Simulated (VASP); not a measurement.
# CdSe (F-43m) in VASP: a series of runs

Runs on CdSe. Level: r2SCAN+D3(BJ). Tasks: single point.

Program: VASP 6.6.1. These are calculated values, not measurements. Logs are shortened: lines on timing, memory, paths and dates and some standing lists are left out, and cuts for length are marked.

### Step 1. The cell of the first run

The structure is cubic, space group F-43m (No. 216). Conventional cell: a = 6.141 Å, b = 6.141 Å, c = 6.141 Å, α = 90.00°, β = 90.00°, γ = 90.00°. Cd (site symmetry -43m) has 4 Se at 2.66 Å within 3.5 Å. Within 3.5 Å of Se (site symmetry -43m) lie 4 Cd at 2.66 Å.

### Step 2. Single point, r2SCAN+D3(BJ)

The input, POSCAR:

```
CdSe
1.0
    4.3420190000      0.0000000000      0.0000000000
    2.1710095000      3.7602987577      0.0000000000
    2.1710095000      1.2534329192      3.5452436678
Cd Se
1 1
Direct
    0.0000000000      0.0000000000      0.0000000000
    0.7500000000      0.7500000000      0.7500000000
```

The input, INCAR.step1:

```
PREC     = Accurate       # precision mode
ENCUT    = 550            # plane-wave cutoff, eV
ISMEAR   = 0              # smearing method
SIGMA    = 0.01           # smearing width, eV
LREAL    = F              # projectors in reciprocal space
LASPH    = T              # aspherical terms in the spheres
NELM     = 120            # most SCF steps
NBANDS   = 16             # bands
GGA      = PE             # functional
ALGO     = Normal         # electronic algorithm
EDIFF    = 1E-5           # SCF threshold, eV
LWAVE    = T              # write WAVECAR
LCHARG   = F              # write CHGCAR
GGA_COMPAT= F
```

The input, INCAR.step2:

```
PREC     = Accurate       # precision mode
ENCUT    = 550            # plane-wave cutoff, eV
EDIFF    = 1E-6           # SCF threshold, eV
ISMEAR   = 0              # smearing method
SIGMA    = 0.01           # smearing width, eV
LREAL    = F              # projectors in reciprocal space
LASPH    = T              # aspherical terms in the spheres
NELM     = 120            # most SCF steps
ALGO     = Normal         # electronic algorithm
ISIF     = 2              # what is computed and relaxed
LWAVE    = F              # write WAVECAR
LCHARG   = F              # write CHGCAR
METAGGA  = R2SCAN         # meta-GGA
LMIXTAU  = T            
IVDW     = 12             # dispersion correction
VDW_S6   = 1.0          
VDW_S8   = 0.78981345   
VDW_A1   = 0.49484001   
VDW_A2   = 5.73083694   
NBANDS   = 16             # bands
ISTART   = 1            
GGA_COMPAT= F
```

The input, KPOINTS:

```
regular mesh
0
Gamma
  5 5 5
```

Potentials or basis: VASP PAW PBE potentials, release 64 (Cd, Se).

The run is started by

```console
$ cat potpaw_PBE.64/Cd/POTCAR potpaw_PBE.64/Se/POTCAR > POTCAR
$ cp INCAR.step1 INCAR
$ mpirun -np 1 vasp_std > vasp.out
$ cp INCAR.step2 INCAR
$ mpirun -np 1 vasp_std > vasp.out
```

OUTCAR:

```text
PREC = Accurate
   ENCUT = 550
   EDIFF = 1E-6
   ISMEAR = 0
   LREAL = F
   LASPH = T
   NELM = 120
   ISIF = 2
   METAGGA = R2SCAN
   IVDW = 12
   ISTART = 1
 IVDW          = 12

 ion  position               nearest neighbor table
   1  0.000  0.000  0.000-   2 2.66   2 2.66   2 2.66   2 2.66
   2  0.750  0.750  0.750-   1 2.66   1 2.66   1 2.66   1 2.66

  LATTYP: Found a face centered cubic cell.
 ALAT       =     6.1405421579

  Lattice vectors:

 A1 = (   4.3420190000,   0.0000000000,   0.0000000000)
 A2 = (   2.1710095000,   3.7602987577,   0.0000000000)
 A3 = (   2.1710095000,   1.2534329192,   3.5452436678)

Analysis of symmetry for initial positions (statically):
=====================================================================
 Subroutine PRICEL returns:
 Original cell was already a primitive cell.

 Routine SETGRP: Setting up the symmetry group for a
 face centered cubic supercell.

 Subroutine GETGRP returns: Found 24 space group operations
 (whereof 24 operations were pure point group operations)
 out of a pool of 48 trial point group operations.

The static configuration has the point symmetry T_d .

Analysis of symmetry for dynamics (positions and initial velocities):
=====================================================================
 Subroutine PRICEL returns:
 Original cell was already a primitive cell.

 Routine SETGRP: Setting up the symmetry group for a
 face centered cubic supercell.

 Subroutine GETGRP returns: Found 24 space group operations
 (whereof 24 operations were pure point group operations)
 out of a pool of 48 trial point group operations.

The dynamic configuration has the point symmetry T_d .

 Subroutine INISYM returns: Found 24 space group operations
 (whereof 24 operations are pure point group operations),
 and found     1 'primitive' translations

----------------------------------------------------------------------------------------

                                     Primitive cell

  volume of cell :      57.8842

  direct lattice vectors                    reciprocal lattice vectors
     4.342019000  0.000000000  0.000000000     0.230307606 -0.132968158 -0.094022686
     2.171009500  3.760298758  0.000000000     0.000000000  0.265936316 -0.094022686
     2.171009500  1.253432919  3.545243668     0.000000000  0.000000000  0.282068059

  length of vectors
     4.342019000  4.342019000  4.342019000     0.282068059  0.282068059  0.282068059

  position of ions in fractional coordinates (direct lattice)
     0.000000000  0.000000000  0.000000000
     0.750000000  0.750000000  0.750000000

  ion indices of the primitive-cell ions
   primitive index   ion index
                 1           1
                 2           2

----------------------------------------------------------------------------------------

 KPOINTS: regular mesh

Automatic generation of k-mesh.
 Grid dimensions read from file:
 generate k-points for:    5    5    5

 Generating k-lattice:

  Cartesian coordinates                     Fractional coordinates (reciprocal lattice)
     0.046061521 -0.026593632 -0.018804537     0.200000000  0.000000000  0.000000000
     0.000000000  0.053187263 -0.018804537     0.000000000  0.200000000  0.000000000
     0.000000000  0.000000000  0.056413612     0.000000000  0.000000000  0.200000000

  Length of vectors
     0.056413612  0.056413612  0.056413612

  Shift w.r.t. Gamma in fractional coordinates (k-lattice)
     0.000000000  0.000000000  0.000000000

 Subroutine IBZKPT returns following result:
 ===========================================

 Found     10 irreducible k-points:

 Following reciprocal coordinates:
            Coordinates               Weight
  0.000000  0.000000  0.000000      1.000000
  0.200000 -0.000000 -0.000000      8.000000
  0.400000  0.000000 -0.000000      8.000000
  0.200000  0.200000 -0.000000      6.000000
  0.400000  0.200000 -0.000000     24.000000
 -0.400000  0.200000  0.000000     24.000000
 -0.200000  0.200000 -0.000000     12.000000
  0.400000  0.400000 -0.000000      6.000000
 -0.400000  0.400000 -0.000000     12.000000
 -0.400000  0.400000  0.200000     24.000000
   k-points           NKPTS =     10   k-points in BZ     NKDIM =     10   number of bands    NBANDS=     16
   number of dos      NEDOS =    301   number of ions     NIONS =      2
   total plane-waves  NPLWV =  46656
   dimension x,y,z NGX =    36 NGY =   36 NGZ =   36
   dimension x,y,z NGXF=    72 NGYF=   72 NGZF=   72
   ions per type =               1   1
   NGX,Y,Z   is equivalent  to a cutoff of  13.78, 13.78, 13.78 a.u.
   NGXF,Y,Z  is equivalent  to a cutoff of  27.57, 27.57, 27.57 a.u.
 SYSTEM =  unknown system
   PREC   = accura    normal or accurate (medium, high low for compatibility)
   ISTART =      1    job   : 0-new  1-cont  2-samecut
   ICHARG =      0    charge: 1-file 2-atom 10-const
   ISPIN  =      1    spin polarized calculation?
   LNONCOLLINEAR =      F non collinear calculations
   LSORBIT =      F    spin-orbit coupling
   LASPH  =      T    aspherical Exc in radial PAW
   ENCUT  =  550.0 eV  40.42 Ry    6.36 a.u.   8.30  8.30  8.30*2*pi/ulx,y,z
   NELM   =    120;   NELMIN=  2; NELMDL=  0     # of ELM steps
   EDIFF  = 0.1E-05   stopping-criterion for ELM
   LREAL  =      F    real-space projection
   EDIFFG = 0.1E-04   stopping-criterion for IOM
   NSW    =      0    number of steps for IOM
   IBRION =     -1    ionic relax: 0-MD 1-quasi-New 2-CG
   NFREE  =      0    steps in history (QN), initial steepest desc. (CG)
   ISIF   =      2    stress and relaxation
   ISYM   =      2    0-nonsym 1-usesym 2-fastsym
   POTIM  = 0.5000    time-step for ionic-motion
   TEBEG  =    0.0;   TEEND  =   0.0 temperature during run
   PSTRESS=    0.0 pullay stress
   NELECT =      18.0000    total number of electrons
   NUPDOWN=      -1.0000    fix difference up-down
   EMIN   =  10.00;   EMAX   =-10.00  energy-range for DOS
   EFERMI =   0.00;   METHOD = LEGACY
   ISMEAR =     0;   SIGMA  =   0.01  broadening in eV -4-tet -1-fermi 0-gaus
   EFERMI_NEDOS =   21; number of points for ismear=-14 and -15
   IALGO  =     38    algorithm
   IMIX   =      4    mixing-type and parameters
     AMIX     =   0.40;   BMIX     =  1.00
     AMIX_MAG =   1.60;   BMIX_MAG =  1.00
  volume/ion in A,a.u.               =      28.94       195.31
  Fermi-wavevector in a.u.,A,eV,Ry     =   1.109121  2.095935 16.737200  1.230149
  Thomas-Fermi vector in A             =   2.245657
   LORBIT       =      0    0 simple, 1 ext, 2 COOP (PROOUT), +10 PAW based schemes
   METAGGA = R2SCAN    functional components
   LHFCALC =     F    Hartree Fock is set to
   AEXX    =    0.0000 exact exchange contribution
   IVDW    =    12    specifies the selected vdW correction
   LEPSILON=     F    determine dielectric tensor
   LRPA    =     F    only Hartree local field effects (RPA)
 non-spin polarized calculation
 Gauss-broadening in eV      SIGMA  =   0.01
  energy-cutoff  :      550.00
  volume of cell :       57.88
 maximum number of plane-waves:      1708
 NGX is ok and might be reduce to    36
   NGX = 17   NGY = 17   NGZ = 17

 number of electron      17.9999997 magnetization

 Free energy of the ion-electron system (eV)
  ---------------------------------------------------
  ext. energy  EPLUGINS =         0.00000000
  ---------------------------------------------------
  free energy    TOTEN  =       -35.90596269 eV

  energy without entropy =      -35.90596269  energy(sigma->0) =      -35.90596269

 E-fermi :   0.4882     XC(G=0):  -9.2890

 val. band max:        0.4266827086   @ k =   0.0000   0.0000   0.0000
 cond. band min:       1.4445112581   @ k =   0.0000   0.0000   0.0000
 fundamental gap:      1.0178285495
 Fermi energy:         0.4881813607

 k-point     1 :       0.0000    0.0000    0.0000
  band No.  band energies     occupation
      1     -12.4294      2.00000
      2      -7.6563      2.00000
      3      -7.6563      2.00000
      4      -7.6563      2.00000
      5      -7.2871      2.00000
      6      -7.2871      2.00000
[... 8 lines left out ...]
     15      12.0079      0.00000
     16      12.0079      0.00000

 k-point     2 :       0.2000   -0.0000   -0.0000
  band No.  band energies     occupation
      1     -12.3078      2.00000
      2      -7.6183      2.00000
      3      -7.6183      2.00000
      4      -7.5218      2.00000
      5      -7.2870      2.00000
      6      -7.2870      2.00000
[... 8 lines left out ...]
     15      10.9380      0.00000
     16      11.2139      0.00000

 k-point     3 :       0.4000    0.0000   -0.0000
  band No.  band energies     occupation
      1     -12.1081      2.00000
      2      -7.5695      2.00000
      3      -7.5695      2.00000
      4      -7.2705      2.00000
      5      -7.2705      2.00000
      6      -7.1185      2.00000
[... 8 lines left out ...]
     15      12.1959      0.00000
     16      12.1959      0.00000

 k-point     4 :       0.2000    0.2000   -0.0000
  band No.  band energies     occupation
      1     -12.2678      2.00000
      2      -7.5767      2.00000
      3      -7.5767      2.00000
      4      -7.5405      2.00000
      5      -7.3035      2.00000
      6      -7.2680      2.00000
[... 8 lines left out ...]
     15      12.3638      0.00000
     16      13.2261      0.00000

 k-point     5 :       0.4000    0.2000   -0.0000
  band No.  band energies     occupation
      1     -12.0953      2.00000
      2      -7.5410      2.00000
      3      -7.5152      2.00000
      4      -7.3617      2.00000
      5      -7.2549      2.00000
      6      -7.1543      2.00000
[... 8 lines left out ...]
     15      13.0510      0.00000
     16      13.1308      0.00000

 k-point     6 :      -0.4000    0.2000    0.0000
  band No.  band energies     occupation
      1     -12.0294      2.00000
      2      -7.5328      2.00000
      3      -7.5143      2.00000
      4      -7.2972      2.00000
      5      -7.2739      2.00000
      6      -6.9416      2.00000
[... 8 lines left out ...]
     15      11.9251      0.00000
     16      13.0390      0.00000

 k-point     7 :      -0.2000    0.2000   -0.0000
  band No.  band energies     occupation
      1     -12.1607      2.00000
      2      -7.5729      2.00000
      3      -7.5564      2.00000
      4      -7.3409      2.00000
      5      -7.2998      2.00000
      6      -7.2289      2.00000
[... 8 lines left out ...]
     15      12.2377      0.00000
     16      13.3219      0.00000

 k-point     8 :       0.4000    0.4000   -0.0000
  band No.  band energies     occupation
      1     -12.0062      2.00000
      2      -7.4466      2.00000
      3      -7.4311      2.00000
      4      -7.4311      2.00000
      5      -7.2369      2.00000
      6      -7.0479      2.00000
[... 8 lines left out ...]
     15      13.1890      0.00000
     16      14.9625      0.00000

 k-point     9 :      -0.4000    0.4000   -0.0000
  band No.  band energies     occupation
      1     -11.9664      2.00000
      2      -7.4813      2.00000
      3      -7.4296      2.00000
      4      -7.3679      2.00000
      5      -7.2504      2.00000
      6      -6.8710      2.00000
[... 8 lines left out ...]
     15      12.9034      0.00000
     16      14.6673      0.00000

 k-point    10 :      -0.4000    0.4000    0.2000
  band No.  band energies     occupation
      1     -11.9910      2.00000
      2      -7.4868      2.00000
      3      -7.4795      2.00000
      4      -7.3350      2.00000
      5      -7.2679      2.00000
      6      -6.9027      2.00000
[... 8 lines left out ...]
     15      12.6930      0.00000
     16      14.7026      0.00000

------------------------ aborting loop because EDIFF is reached ----------------------------------------

 Edisp (eV)   -0.29953

 E8    (eV) :    -0.1009

  FORCE on cell =-STRESS in cart. coord.  units (eV):
  Direction    XX          YY          ZZ          XY          YZ          ZX
  --------------------------------------------------------------------------------------
  -------------------------------------------------------------------------------------
  Total      -0.27359    -0.27359    -0.27359    -0.00000     0.00000     0.00000
  in kB      -7.57272    -7.57272    -7.57272    -0.00000     0.00000     0.00000
  external pressure =       -7.57 kB  Pullay stress =        0.00 kB

 VOLUME and BASIS-vectors are now :
 -----------------------------------------------------------------------------
  energy-cutoff  :      550.00
  volume of cell :       57.88
      direct lattice vectors                 reciprocal lattice vectors
     4.342019000  0.000000000  0.000000000     0.230307606 -0.132968158 -0.094022686
     2.171009500  3.760298758  0.000000000     0.000000000  0.265936316 -0.094022686
     2.171009500  1.253432919  3.545243668     0.000000000  0.000000000  0.282068059

 POSITION                                       TOTAL-FORCE (eV/Angst)
 -----------------------------------------------------------------------------------
      0.00000      0.00000      0.00000         0.000000     -0.000000      0.000000
      6.51303      3.76030      2.65893        -0.000000      0.000000     -0.000000
 -----------------------------------------------------------------------------------
    total drift:                               -0.000000     -0.000000     -0.000000

  FREE ENERGIE OF THE ION-ELECTRON SYSTEM (eV)
  ---------------------------------------------------
  free  energy   TOTEN  =       -36.2054886526 eV

  energy  without entropy=      -36.2054886526  energy(sigma->0) =      -36.20548865
```

Wall time 3.6 min (1 thread of Intel Xeon 8259CL, shared host); peak memory 0.23 GiB.

What came out:

| Item | Value |
| --- | --- |
| Free energy | -36.2055 eV |
| Pressure | -0.8 GPa |
| Band gap on the k mesh | 1.02 eV, direct |
| Dispersion energy per atom | -0.150 eV |

Caveat: the PAW data sets were made with another functional, which shifts forces and pressure a little. r2SCAN opens gaps a little over a GGA but as a rule still falls short of measured ones.

### Step 3. Single point, r2SCAN+D3(BJ)

POSCAR is that of step 2.

The input, INCAR.step1:

```
PREC = Accurate
ENCUT = 550
ISMEAR = 0
SIGMA = 0.01
LREAL = False
LASPH = True
NELM = 120
NBANDS = 16
GGA = PE
ALGO = Normal
EDIFF = 1E-5
LWAVE = True
LCHARG = False
GGA_COMPAT = False
```

The input, INCAR.step2:

```
PREC = Accurate
ENCUT = 550
EDIFF = 1E-6
ISMEAR = 0
SIGMA = 0.01
LREAL = False
LASPH = True
NELM = 120
ALGO = Normal
ISIF = 2
LWAVE = False
LCHARG = True
METAGGA = R2SCAN
LMIXTAU = True
IVDW = 12
VDW_S6 = 1.0
VDW_S8 = 0.78981345
VDW_A1 = 0.49484001
VDW_A2 = 5.73083694
LELF = True
LVHAR = True
NBANDS = 16
ISTART = 1
GGA_COMPAT = False
```

The input, KPOINTS:

```
Automatic mesh
0
Gamma
  6 6 6
```

Potentials or basis: VASP PAW PBE potentials, release 64 (Cd, Se).

The run is started by

```console
$ cat potpaw_PBE.64/Cd/POTCAR potpaw_PBE.64/Se/POTCAR > POTCAR
$ cp INCAR.step1 INCAR
$ mpirun -np 1 vasp_std > vasp.out
$ cp INCAR.step2 INCAR
$ mpirun -np 1 vasp_std > vasp.out
```

It took 4.6 min on 1 thread of Intel Xeon 8259CL, shared host; peak memory 0.22 GiB.

The run converged. Its results:

```
Free energy                : -36.2128 eV
Pressure                   : -0.8 GPa
Band gap on the k mesh     : 1.02 eV, direct
Dispersion energy per atom : -0.150 eV
```

Levels at points of the mesh, in eV from the valence-band top:
```csv
k point,band 7,band 8,band 9,band 10,band 11,band 12
"(0.00, 0.00, 0.00)",0.00,0.00,0.00,1.02,6.47,6.47
"(0.50, 0.00, 0.00)",-4.26,-0.72,-0.72,2.82,6.92,6.92
"(0.50, 0.50, 0.00)",-3.96,-1.79,-1.79,3.50,4.12,9.55
```

Caveat: the PAW data sets were made with another functional, which shifts forces and pressure a little. r2SCAN opens gaps a little over a GGA but as a rule still falls short of measured ones.
